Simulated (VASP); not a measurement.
# PtSe2 (Sudovikovite) (P-3m1) in VASP: a series of runs

The runs below take PtSe2 (Sudovikovite) through relaxation of cell and atoms, single point, with PBE+D4, r2SCAN, PBEsol+D4, LDA, PBE+D3(BJ).

Program: VASP 6.6.1. These are calculated values, not measurements. Logs are shortened: lines on timing, memory, paths and dates and some standing lists are left out, and cuts for length are marked.

## 1. The cell of the first run

Symmetry: P-3m1, No. 164, trigonal system. Conventional cell: a = 3.724 Å, b = 3.724 Å, c = 5.062 Å, α = 90.00°, β = 90.00°, γ = 120.00°. Pt (site symmetry -3m) has 6 Se at 2.49 Å within 3.3 Å. Within 3.3 Å of Se (site symmetry 3m) lie 3 Pt at 2.49 Å.

## 2. Relaxation of cell and atoms, PBE+D4

Contents of INCAR:

```
PREC = Accurate
ENCUT = 600
EDIFF = 1E-7
ISMEAR = -1
SIGMA = 0.05
LREAL = False
LASPH = True
NELM = 80
ALGO = Normal
ISIF = 3
LWAVE = False
LCHARG = False
GGA = PE
IVDW = 13
IBRION = 2
NSW = 60
EDIFFG = -0.01
```

Contents of KPOINTS:

```
Automatic mesh
0
Gamma
  8 8 5
```

Contents of POSCAR:

```
PtSe2
1.0
    3.7240000000      0.0000000000      0.0000000000
   -1.8620000000      3.2250786037      0.0000000000
    0.0000000000      0.0000000000      5.0620000000
Pt Se
1 2
Direct
    0.0000000000      0.0000000000      0.0000000000
    0.6666666667      0.3333333333      0.7500000000
    0.3333333333      0.6666666667      0.2500000000
```

Potentials or basis: VASP PAW PBE potentials, release 64 (Pt, Se).

On the command line:

```bash
> cat potpaw_PBE.64/Pt/POTCAR potpaw_PBE.64/Se/POTCAR > POTCAR
> mpirun -np 1 vasp_std > vasp.out
```

OUTCAR:

```text
PREC = Accurate
   ENCUT = 600
   EDIFF = 1E-7
   ISMEAR = -1
   LREAL = False
   LASPH = True
   NELM = 80
   ISIF = 3
   GGA = PE
   IVDW = 13
   IBRION = 2
   NSW = 60
   EDIFFG = -0.01

 ion  position               nearest neighbor table
   1  0.000  0.000  0.000-   2 2.49   3 2.49   2 2.49   3 2.49   2 2.49   3 2.49
   2  0.667  0.333  0.750-   1 2.49   1 2.49   1 2.49
   3  0.333  0.667  0.250-   1 2.49   1 2.49   1 2.49

  LATTYP: Found a hexagonal cell.
 ALAT       =     3.7240000000
 C/A-ratio  =     1.3592910849

  Lattice vectors:

 A1 = (   3.7240000000,   0.0000000000,   0.0000000000)
 A2 = (  -1.8620000000,   3.2250786037,   0.0000000000)
 A3 = (   0.0000000000,   0.0000000000,   5.0620000000)

Analysis of symmetry for initial positions (statically):
=====================================================================
 Subroutine PRICEL returns:
 Original cell was already a primitive cell.

 Routine SETGRP: Setting up the symmetry group for a
 hexagonal supercell.

 Subroutine GETGRP returns: Found 12 space group operations
 (whereof 12 operations were pure point group operations)
 out of a pool of 24 trial point group operations.

The static configuration has the point symmetry D_3d.

Analysis of symmetry for dynamics (positions and initial velocities):
=====================================================================
 Subroutine PRICEL returns:
 Original cell was already a primitive cell.

 Routine SETGRP: Setting up the symmetry group for a
 hexagonal supercell.

 Subroutine GETGRP returns: Found 12 space group operations
 (whereof 12 operations were pure point group operations)
 out of a pool of 24 trial point group operations.

The dynamic configuration has the point symmetry D_3d.

 Subroutine INISYM returns: Found 12 space group operations
 (whereof 12 operations are pure point group operations),
 and found     1 'primitive' translations

----------------------------------------------------------------------------------------

                                     Primitive cell

  volume of cell :      60.7956

  direct lattice vectors                    reciprocal lattice vectors
     3.724000000  0.000000000  0.000000000     0.268528464  0.155034981  0.000000000
    -1.862000000  3.225078604  0.000000000     0.000000000  0.310069962  0.000000000
     0.000000000  0.000000000  5.062000000     0.000000000  0.000000000  0.197550375

  length of vectors
     3.724000000  3.724000000  5.062000000     0.310069962  0.310069962  0.197550375

  position of ions in fractional coordinates (direct lattice)
     0.000000000  0.000000000  0.000000000
     0.666666667  0.333333333  0.750000000
     0.333333333  0.666666667  0.250000000

  ion indices of the primitive-cell ions
   primitive index   ion index
                 1           1
                 2           2
                 3           3

----------------------------------------------------------------------------------------

 KPOINTS: Automatic mesh

Automatic generation of k-mesh.
 Grid dimensions read from file:
 generate k-points for:    8    8    5

 Generating k-lattice:

  Cartesian coordinates                     Fractional coordinates (reciprocal lattice)
     0.033566058  0.019379373  0.000000000     0.125000000  0.000000000  0.000000000
     0.000000000  0.038758745  0.000000000     0.000000000  0.125000000  0.000000000
     0.000000000  0.000000000  0.039510075     0.000000000  0.000000000  0.200000000

  Length of vectors
     0.038758745  0.038758745  0.039510075

  Shift w.r.t. Gamma in fractional coordinates (k-lattice)
     0.000000000  0.000000000  0.000000000

 Subroutine IBZKPT returns following result:
 ===========================================

 Found     40 irreducible k-points:

 Following reciprocal coordinates:
            Coordinates               Weight
  0.000000  0.000000  0.000000      1.000000
  0.125000 -0.000000  0.000000      6.000000
  0.250000 -0.000000  0.000000      6.000000
  0.375000  0.000000  0.000000      6.000000
[... 41 lines left out ...]

 number of electron      22.0000000 magnetization

 Free energy of the ion-electron system (eV)
  ---------------------------------------------------
  ext. energy  EPLUGINS =         0.00000000
  ---------------------------------------------------
  free energy    TOTEN  =       -14.18840056 eV

  energy without entropy =      -14.18287600  energy(sigma->0) =      -14.18563828

------------------------ aborting loop because EDIFF is reached ----------------------------------------

  DFT-D4 for vdW energy calculation

  Edisp (eV):   -1.50004

  FORCE on cell =-STRESS in cart. coord.  units (eV):
  Direction    XX          YY          ZZ          XY          YZ          ZX
  --------------------------------------------------------------------------------------
  -------------------------------------------------------------------------------------
  Total       1.61965     1.61965     0.86957    -0.00000     0.00000     0.00000
  in kB      42.68335    42.68335    22.91623    -0.00000     0.00000     0.00000
  external pressure =       36.09 kB  Pullay stress =        0.00 kB
[... 100 lines left out ...]
  FREE ENERGIE OF THE ION-ELECTRON SYSTEM (eV)
  ---------------------------------------------------
  free  energy   TOTEN  =       -15.7138830780 eV

  energy  without entropy=      -15.7081674360  energy(sigma->0) =      -15.71102526

[... ionic steps 4 to 15 ...]

--------------------------------------- Ionic step       16  -------------------------------------------

 number of electron      22.0000001 magnetization

------------------------ aborting loop because EDIFF is reached ----------------------------------------

  DFT-D4 for vdW energy calculation

  Edisp (eV):   -1.54387
[... 71 lines left out ...]
  energy  without entropy=      -15.7400943197  energy(sigma->0) =      -15.74196318

--------------------------------------- Ionic step       18  -------------------------------------------

 number of electron      22.0000002 magnetization

 Free energy of the ion-electron system (eV)
  ---------------------------------------------------
  ext. energy  EPLUGINS =         0.00000000
  ---------------------------------------------------
  free energy    TOTEN  =       -14.20185483 eV

  energy without entropy =      -14.19808747  energy(sigma->0) =      -14.19997115

 E-fermi :   6.7628     XC(G=0): -10.8325

 val. band max:        6.6857696924   @ k =   0.3750   0.2500   0.0000
 cond. band min:       6.8712598549   @ k =  -0.1250   0.3750   0.2000
 fundamental gap:      0.1854901625
 Fermi energy:         6.7628192673

 k-point     1 :       0.0000    0.0000    0.0000
  band No.  band energies     occupation
      1      -8.9440      2.00000
      2      -5.8435      2.00000
      3      -0.3973      2.00000
      4       0.5195      2.00000
      5       0.5195      2.00000
      6       2.9455      2.00000
      7       2.9455      2.00000
      8       4.2447      2.00000
      9       5.7253      2.00000
     10       5.7253      2.00000
     11       7.5094      0.00000
     12       7.7673      0.00000
     13       7.7673      0.00000
     14      10.0869      0.00000
     15      10.8265      0.00000
[... 397 lines left out ...]
 k-point    24 :       0.2500    0.2500    0.2000
  band No.  band energies     occupation
      1      -7.3069      2.00000
      2      -6.6690      2.00000
      3       0.1183      2.00000
      4       0.5830      2.00000
      5       1.0820      2.00000
      6       1.9699      2.00000
      7       2.2517      2.00000
      8       3.4669      2.00000
      9       3.6555      2.00000
     10       4.4179      2.00000
     11       5.2528      2.00000
     12       7.1210      0.00155
     13       8.1846      0.00000
     14      11.6660      0.00000
     15      13.8194      0.00000

 [... further k-points ...]

------------------------ aborting loop because EDIFF is reached ----------------------------------------

  DFT-D4 for vdW energy calculation

  Edisp (eV):   -1.54200

  FORCE on cell =-STRESS in cart. coord.  units (eV):
  Direction    XX          YY          ZZ          XY          YZ          ZX
  --------------------------------------------------------------------------------------
  -------------------------------------------------------------------------------------
  Total      -0.01774    -0.01774    -0.02859     0.00000     0.00000     0.00000
  in kB      -0.47894    -0.47894    -0.77195     0.00000     0.00000     0.00000
  external pressure =       -0.58 kB  Pullay stress =        0.00 kB
[... 18 lines left out ...]
  FREE ENERGIE OF THE ION-ELECTRON SYSTEM (eV)
  ---------------------------------------------------
  free  energy   TOTEN  =       -15.7438512357 eV

  energy  without entropy=      -15.7400838820  energy(sigma->0) =      -15.74196756

 reached required accuracy - stopping structural energy minimisation
```

It took 3.2 min on 1 thread of Intel Xeon 6975P-C (Granite Rapids), shared host; peak memory 0.22 GiB.

What came out:

```yaml
Free_energy: -15.7439 eV
Relaxed_volume: 19.78 Å³/atom
Relaxed_cell: a = 3.770 Å, b = 3.770 Å, c = 4.821 Å, α = 90.00°, β = 90.00°, γ = 120.00°
Space_group_after_relaxing_to_0.05_Å: P-3m1 (No. 164)
Energy_gained_by_relaxing: 18.5 meV/atom
Ionic_steps: 18
Pressure_after_relaxing: -0.1 GPa
Largest_force_after_relaxing: 0.006 eV/Å
Band_gap_on_the_k_mesh: zero (band 11 reaches 7.51 eV, above the bottom of band 12 at 6.69 eV)
Dispersion_energy_per_atom: -0.514 eV
```

Forces in eV/Å, atoms in the order of the input:
```
Pt   0.000  0.000  0.000
Se   0.000  0.000  0.006
Se   0.000  0.000 -0.006
```

The path:
```csv
step,energy change (eV),largest force (eV/Å),pressure (GPa),volume (Å³)
1,0.0000,0.6350,3.61,60.80
2,0.0339,0.3963,-6.04,64.90
3,-0.0254,0.1933,-0.60,62.36
4,-0.0254,0.2015,-0.52,62.33
5,-0.0310,0.1743,-0.46,61.94
6,-0.0442,0.0801,-0.17,60.80
7,-0.0457,0.1733,0.91,58.53
8,-0.0500,0.0236,0.31,59.69
9,-0.0535,0.1180,-0.81,59.73
10,-0.0535,0.1116,-0.74,59.72
11,-0.0553,0.0094,0.13,59.10
12,-0.0553,0.0255,-0.01,59.20
13,-0.0553,0.0271,-0.02,59.21
14,-0.0554,0.0172,0.02,59.23
15,-0.0554,0.0105,0.05,59.24
16,-0.0554,0.0028,0.11,59.27
17,-0.0554,0.0051,0.07,59.25
18,-0.0554,0.0065,-0.06,59.34
```

Final structure:
```yaml
crystal:
  lattice:
    - [3.76998, 0.00000, 0.00000]
    - [-1.88499, 3.26490, 0.00000]
    - [0.00000, 0.00000, 4.82139]
  atoms:
    - { symbol: Pt, position: [0.00000, 0.00000, 0.00000] }
    - { symbol: Se, position: [0.66667, 0.33333, 0.73334] }
    - { symbol: Se, position: [0.33333, 0.66667, 0.26666] }
```

Levels at points of the mesh, in eV from the Fermi level:
| k point | band 8 | band 9 | band 10 | band 11 | band 12 | band 13 | band 14 | band 15 |
| --- | --- | --- | --- | --- | --- | --- | --- | --- |
| (0.00, 0.00, 0.00) | -2.52 | -1.04 | -1.04 | 0.75 | 1.00 | 1.00 | 3.32 | 4.06 |
| (0.50, 0.00, 0.00) | -3.73 | -3.34 | -3.28 | -2.95 | 0.45 | 2.46 | 5.01 | 6.08 |

Caveat: spin-orbit coupling is left out, which moves the levels of the heavy elements; pairwise dispersion overbinds metals, which lowers pressure and volume.

[end of part 1 of 2]
